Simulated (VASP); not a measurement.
Runs of VASP 6.6.1 on AlAs2. The structure is that of space group P-4m2 (No. 115), or close to it. The cells are those of the table. 

```tsv
task	cell	k mesh	cutoff (eV)	gap on the mesh (eV)	pressure (GPa)	relaxed volume (Å³/atom)	largest force (eV/Å)
single point	a = 3.977, b = 3.977, c = 3.960 Å, 3 atoms	12 × 12 × 12	520	none	0.1	-	0.01
relaxation of cell and atoms	relaxed from a = 3.881, b = 3.881, c = 5.488 Å, 3 atoms	4 × 4 × 4	600	none	0.2	21.00	0.01
single point	a = 3.915, b = 3.915, c = 4.115 Å, 3 atoms	4 × 4 × 4	520	none	0.1	-	0.01
single point	a = 3.881, b = 3.881, c = 5.488 Å, 3 atoms	4 × 4 × 4	520	none	1.5	-	0.81
relaxation of cell and atoms	relaxed from a = 3.915, b = 3.915, c = 4.115 Å, 3 atoms	12 × 12 × 12	600	none	0.0	(a)	0.01
```

Alike in all rows: level PBE; potentials or basis VASP PAW PBE potentials, release 64 (Al, As); no spin polarisation; smearing gaussian 0.1 eV.

Question: Estimate the missing entries.

Answer: (a) 20.93.

Caveats: some runs use coarse meshes; the volume moved by over 15 % at a fixed basis, so the end points are rough (some runs).

A k mesh can miss the band edges, and the runs leave out spin-orbit coupling on As.

A gap of «none» marks levels without a gap at the run's occupations.
